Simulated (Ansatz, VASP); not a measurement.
## TiTe2 in VASP and in Ansatz

```
Ti Te
1.0
     3.58378    2.06910    5.55572
    -3.58378    2.06910    5.55572
     0.00000   -4.13819    5.55572
Ti Te
2 4
Direct
  0.74308 0.74308 0.74308
  0.25692 0.25692 0.25692
  0.00000 0.00000 0.00000
  0.50000 0.00000 0.00000
  0.00000 0.00000 0.50000
  0.00000 0.50000 0.00000
```

Alike in both runs: functional PBE; k mesh 3 × 3 × 3; occupations gaussian, width 0.1 eV; no spin polarisation.

Ansatz relaxed the structure, and its values are those at the end. VASP's run is a single point on that final structure, the one shown.

|  | VASP | Ansatz |
| --- | --- | --- |
| version | VASP 6.6.1 | Ansatz 0.2.0 |
| potentials or method | VASP PAW PBE potentials, release 64 (Ti_sv, Te), cutoff 520 eV | scalar-relativistic, plane waves, PAW |
| valence electrons in the cell | 48 | 88 |

|  | VASP | Ansatz | Ansatz less VASP |
| --- | --- | --- | --- |
| gap on the k mesh at the Fermi level (eV) | none | none | - |
| pressure (GPa) | 0.0 | 0.1 | +0.03 |

A gap of «none» marks a metal or a gap that the smearing closes. VASP's potentials hold 48 valence electrons a cell and Ansatz's 88, so a difference there can come from the potentials and not from the codes.

The k mesh is coarse, so the values compare programs but aren't converged. Spin-orbit coupling is off throughout.
